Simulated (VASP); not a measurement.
# ZrC (P6_3/mmc) in VASP: single point with PBEsol+U

Aim: the single point of ZrC with PBEsol+U.

All numbers are computed with VASP 6.6.1; they aren't measurements. Logs are shortened: lines on timing, memory, paths and dates and some standing lists are left out, and cuts for length are marked.

**1. The cell of the first run**

It takes space group P6_3/mmc (No. 194, hexagonal). The conventional cell has a = 3.391 Å, b = 3.391 Å, c = 5.290 Å, α = 90.00°, β = 90.00°, γ = 120.00°. Within 3.1 Å of Zr (site symmetry -6m2) lie 6 C at 2.36 Å. Within 3.1 Å of C (site symmetry -3m) lie 6 Zr at 2.36 Å and 2 C at 2.65 Å.

**2. Single point, PBEsol+U**

Input file POSCAR:

```
ZrC
1.0
    3.3914762718      0.0000000000      0.0000000000
   -1.6957381359      2.9371046077      0.0000000000
    0.0000000000      0.0000000000      5.2900530000
Zr C
2 2
Direct
    0.6666666667      0.3333333333      0.7500000000
    0.3333333333      0.6666666667      0.2500000000
    0.0000000000      0.0000000000      0.5000000000
    0.0000000000      0.0000000000      0.0000000000
```

Input file INCAR.step1:

```
ALGO = Normal ; EDIFF = 1E-6
ENCUT = 520 ; GGA = PS
ISIF = 2 ; ISMEAR = -1
LASPH = True ; LCHARG = True
LDAU = True ; LDAUJ = 0 0
LDAUL = 2 -1 ; LDAUPRINT = 1
LDAUTYPE = 2 ; LDAUU = 2 0
LMAXMIX = 4 ; LREAL = False
LWAVE = False ; NBANDS = 24
NELM = 150 ; PREC = Accurate
SIGMA = 0.05
```

Input file KPOINTS.step1:

```
k-points
0
Gamma
  9 9 5
```

Input file INCAR.step2:

```
ALGO = Normal ; EDIFF = 1E-6
ENCUT = 520 ; GGA = PS
ICHARG = 11 ; ISIF = 2
ISMEAR = -5 ; LASPH = True
LCHARG = False ; LDAU = True
LDAUJ = 0 0 ; LDAUL = 2 -1
LDAUPRINT = 1 ; LDAUTYPE = 2
LDAUU = 2 0 ; LMAXMIX = 4
LORBIT = 10 ; LREAL = False
LWAVE = False ; NBANDS = 24
NEDOS = 2001 ; NELM = 150
PREC = Accurate ; SIGMA = 0.05
```

Input file KPOINTS.step2:

```
k-points
0
Gamma
  14 14 8
```

Potentials or basis: VASP PAW PBE potentials, release 64 (Zr_sv, C).

Command:

```
cat potpaw_PBE.64/Zr_sv/POTCAR potpaw_PBE.64/C/POTCAR > POTCAR
cp INCAR.step1 INCAR
cp KPOINTS.step1 KPOINTS
mpirun -np 1 vasp_std > vasp.out
cp INCAR.step2 INCAR
cp KPOINTS.step2 KPOINTS
mpirun -np 1 vasp_std > vasp.out
```

OUTCAR:

```text
EDIFF = 1E-6
   ENCUT = 520
   GGA = PS
   ICHARG = 11
   ISIF = 2
   ISMEAR = -5
   LASPH = True
   LORBIT = 10
   LREAL = False
   NELM = 150
   PREC = Accurate

 ion  position               nearest neighbor table
   1  0.667  0.333  0.750-   3 2.36   4 2.36   3 2.36   4 2.36   3 2.36   4 2.36   2 3.29   2 3.29
                             2 3.29   2 3.29   2 3.29   2 3.29
   2  0.333  0.667  0.250-   3 2.36   4 2.36   3 2.36   4 2.36   3 2.36   4 2.36   1 3.29   1 3.29
                             1 3.29   1 3.29   1 3.29   1 3.29
   3  0.000  0.000  0.500-   1 2.36   2 2.36   2 2.36   1 2.36   1 2.36   2 2.36
   4  0.000  0.000  0.000-   1 2.36   2 2.36   2 2.36   1 2.36   1 2.36   2 2.36

  LATTYP: Found a hexagonal cell.
 ALAT       =     3.3914762718
 C/A-ratio  =     1.5598083478

  Lattice vectors:

 A1 = (   3.3914762718,   0.0000000000,   0.0000000000)
 A2 = (  -1.6957381359,   2.9371046077,   0.0000000000)
 A3 = (   0.0000000000,   0.0000000000,   5.2900530000)

Analysis of symmetry for initial positions (statically):
=====================================================================
 Subroutine PRICEL returns:
 Original cell was already a primitive cell.

 Routine SETGRP: Setting up the symmetry group for a
 hexagonal supercell.

 Subroutine GETGRP returns: Found 24 space group operations
 (whereof 12 operations were pure point group operations)
 out of a pool of 24 trial point group operations.

The static configuration has the point symmetry D_3d.
 The point group associated with its full space group is D_6h.

Analysis of symmetry for dynamics (positions and initial velocities):
=====================================================================
 Subroutine PRICEL returns:
 Original cell was already a primitive cell.

 Routine SETGRP: Setting up the symmetry group for a
 hexagonal supercell.

 Subroutine GETGRP returns: Found 24 space group operations
 (whereof 12 operations were pure point group operations)
 out of a pool of 24 trial point group operations.

[... 203 lines left out ...]

  o =  0.1212  v =  0.0000 -0.0000  1.0000 -0.0000  0.0000  0.0000  0.0000  0.0000  0.0000  0.0000      0.0000  0.0000  0.0000  0.0000  0.0000  0.0000  0.0000  0.0000  0.0000  0.0000
  o =  0.1212  v =  0.0000  0.0000  0.0000  0.0000  0.0000  0.0000 -0.0000  1.0000 -0.0000  0.0000      0.0000  0.0000  0.0000  0.0000  0.0000  0.0000  0.0000  0.0000  0.0000  0.0000
  o =  0.1527  v =  0.0000  0.0000  0.0000  0.0000  0.0000  1.0000  0.0000  0.0000  0.0000  0.0000      0.0000  0.0000  0.0000  0.0000  0.0000  0.0000  0.0000  0.0000  0.0000  0.0000
  o =  0.1527  v =  1.0000  0.0000  0.0000  0.0000  0.0000  0.0000  0.0000  0.0000  0.0000  0.0000      0.0000  0.0000  0.0000  0.0000  0.0000  0.0000  0.0000  0.0000  0.0000  0.0000
  o =  0.1527  v =  0.0000 -0.0000 -0.0000  0.0000  1.0000  0.0000  0.0000  0.0000  0.0000  0.0000      0.0000  0.0000  0.0000  0.0000  0.0000  0.0000  0.0000  0.0000  0.0000  0.0000
  o =  0.1527  v =  0.0000  0.0000  0.0000  0.0000  0.0000  0.0000 -0.0000 -0.0000  0.0000  1.0000      0.0000  0.0000  0.0000  0.0000  0.0000  0.0000  0.0000  0.0000  0.0000  0.0000
  o =  0.1860  v =  0.0000  1.0000  0.0000 -0.0000  0.0000  0.0000  0.0000  0.0000  0.0000  0.0000      0.0000  0.0000  0.0000  0.0000  0.0000  0.0000  0.0000  0.0000  0.0000  0.0000
  o =  0.1860  v =  0.0000  0.0000  0.0000  0.0000  0.0000  0.0000  1.0000  0.0000 -0.0000  0.0000      0.0000  0.0000  0.0000  0.0000  0.0000  0.0000  0.0000  0.0000  0.0000  0.0000
  o =  0.1860  v =  0.0000  0.0000  0.0000  0.0000  0.0000  0.0000 -0.0000 -0.0000 -1.0000  0.0000      0.0000  0.0000  0.0000  0.0000  0.0000  0.0000  0.0000  0.0000  0.0000  0.0000
  o =  0.1860  v =  0.0000 -0.0000 -0.0000 -1.0000  0.0000  0.0000  0.0000  0.0000  0.0000  0.0000      0.0000  0.0000  0.0000  0.0000  0.0000  0.0000  0.0000  0.0000  0.0000  0.0000

 number of electron      32.0000001 magnetization

 Free energy of the ion-electron system (eV)
  ---------------------------------------------------
  ext. energy  EPLUGINS =         0.00000000
  ---------------------------------------------------
  free energy    TOTEN  =       -37.73078654 eV

  energy without entropy =      -37.73078654  energy(sigma->0) =      -37.73078654

 E-fermi :  10.1086     XC(G=0): -12.2102

 val. band max:       10.1822513864   @ k =   0.2857   0.2857   0.1250
 cond. band min:      10.1153830010   @ k =   0.2857   0.2143   0.2500
 fundamental gap:     -0.0668683854
 Fermi energy:        10.1085523327

 k-point     1 :       0.0000    0.0000    0.0000
  band No.  band energies     occupation
      1     -38.8156      2.00000
      2     -38.7027      2.00000
      3     -17.3715      2.00000
      4     -16.6819      2.00000
      5     -16.6819      2.00000
      6     -16.5833      2.00000
[... 637 lines left out ...]
     23      17.2152      0.00000
     24      17.2502      0.00000

 [... further k-points ...]

------------------------ aborting loop because EDIFF is reached ----------------------------------------

  FORCE on cell =-STRESS in cart. coord.  units (eV):
  Direction    XX          YY          ZZ          XY          YZ          ZX
  --------------------------------------------------------------------------------------
  -------------------------------------------------------------------------------------
  Total       -0.8942047     -0.8942047     -0.4694275      0.0000000      0.0000000     -0.0000000
  in kB      -27.1881280    -27.1881280    -14.2728554      0.0000000      0.0000000     -0.0000000
  external PRESSURE =     -22.8830371 kB  Pullay stress =       0.0000000 kB

 VOLUME and BASIS-vectors are now :
 -----------------------------------------------------------------------------
  energy-cutoff  :      520.00
  volume of cell :       52.69
      direct lattice vectors                 reciprocal lattice vectors
     3.391476272  0.000000000  0.000000000     0.294856847  0.170235680  0.000000000
    -1.695738136  2.937104608  0.000000000     0.000000000  0.340471360  0.000000000
     0.000000000  0.000000000  5.290053000     0.000000000  0.000000000  0.189034023

 POSITION                                       TOTAL-FORCE (eV/Angst)
 -----------------------------------------------------------------------------------
      1.69574      0.97903      3.96754         0.000000     -0.000000      0.000000
     -0.00000      1.95807      1.32251        -0.000000      0.000000      0.000000
      0.00000      0.00000      2.64503         0.000000      0.000000     -0.000000
      0.00000      0.00000      0.00000         0.000000      0.000000     -0.000000
 -----------------------------------------------------------------------------------
    total drift:                               -0.000000      0.000000     -0.000000

  FREE ENERGIE OF THE ION-ELECTRON SYSTEM (eV)
  ---------------------------------------------------
  free  energy   TOTEN  =       -37.7307865369 eV

  energy  without entropy=      -37.7307865369  energy(sigma->0) =      -37.73078654

 total charge

# of ion       s       p       d       tot
------------------------------------------
    1        2.181   6.036   1.565   9.782
    2        2.181   6.036   1.565   9.782
    3        0.880   1.444   0.000   2.324
    4        0.880   1.444   0.000   2.324
--------------------------------------------------
tot          6.123  14.960   3.130  24.213
```

Wall time 63 s (1 thread of Intel Xeon 6975P-C (Granite Rapids), shared host); peak memory 0.25 GiB.

What came out:

```
Valence electrons inside the program's atomic spheres : Zr 9.78; C 2.32
```

Levels at points of the mesh, in eV from the Fermi level:
| k point | band 13 | band 14 | band 15 | band 16 | band 17 | band 18 | band 19 | band 20 |
| --- | --- | --- | --- | --- | --- | --- | --- | --- |
| (0.00, 0.00, 0.00) | -3.01 | -1.33 | -1.33 | 0.85 | 1.15 | 1.15 | 1.52 | 1.52 |
| (0.50, 0.00, 0.00) | -3.40 | -3.14 | -1.73 | -1.10 | 1.24 | 3.93 | 4.02 | 4.17 |
| (0.00, 0.00, 0.50) | -2.62 | -2.62 | -2.62 | -2.62 | 3.33 | 3.33 | 3.33 | 3.33 |
| (0.50, 0.00, 0.50) | -2.93 | -2.93 | -2.36 | -2.36 | 1.16 | 1.16 | 4.00 | 4.00 |

Eigenvalues of the final occupation matrices:
```csv
site,spin,trace,eigenvalues
site 1 d,1,0.80,0.12 0.15 0.15 0.19 0.19
site 1 d,2,0.80,0.12 0.15 0.15 0.19 0.19
site 2 d,1,0.80,0.12 0.15 0.15 0.19 0.19
site 2 d,2,0.80,0.12 0.15 0.15 0.19 0.19
```

Caveat: the PAW data sets were made with another functional, which shifts forces and pressure a little; U without spin polarisation on a metal has little footing; the U is typed as a test and isn't derived for this compound; tetrahedron occupations give inexact forces and stress in metals.
